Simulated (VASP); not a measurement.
Runs of VASP 6.6.1 on TaN. The structure is that of space group P-6m2 (No. 187), or close to it. The cells are those of the table. 

| cell | gap on the mesh (eV) | pressure (GPa) |
| --- | --- | --- |
| a = 2.938, b = 2.938, c = 2.883 Å, angles 90.0, 90.0, 120.0°, 2 atoms | none | (a) |
| a = 2.878, b = 2.878, c = 2.824 Å, angles 90.0, 90.0, 120.0°, 2 atoms | none | 20.5 |
| a = 2.977, b = 2.977, c = 2.921 Å, angles 90.0, 90.0, 120.0°, 2 atoms | none | -16.6 |
| a = 2.957, b = 2.957, c = 2.902 Å, angles 90.0, 90.0, 120.0°, 2 atoms | none | -10.7 |
| a = 2.898, b = 2.898, c = 2.844 Å, angles 90.0, 90.0, 120.0°, 2 atoms | none | 11.4 |
| a = 2.996, b = 2.996, c = 2.940 Å, angles 90.0, 90.0, 120.0°, 2 atoms | none | -21.8 |
| a = 2.918, b = 2.918, c = 2.864 Å, angles 90.0, 90.0, 120.0°, 2 atoms | none | (b) |

Alike in all rows: task single point; level PBEsol; potentials or basis VASP PAW PBE potentials, release 64 (Ta_pv, N); no spin polarisation; k mesh 11 × 11 × 10; cutoff (eV) 520; smearing fermi-dirac 0.1 eV.

Task: Estimate the missing entries.

Result: (a) -4.1; (b) 3.2.

Caveats: the PAW data sets were made with another functional, which shifts forces and pressure a little; spin-orbit coupling is left out, which moves the levels of the heavy elements.

A k mesh can miss the band edges, and the runs leave out spin-orbit coupling on Ta.

A gap of «none» marks levels without a gap at the run's occupations.
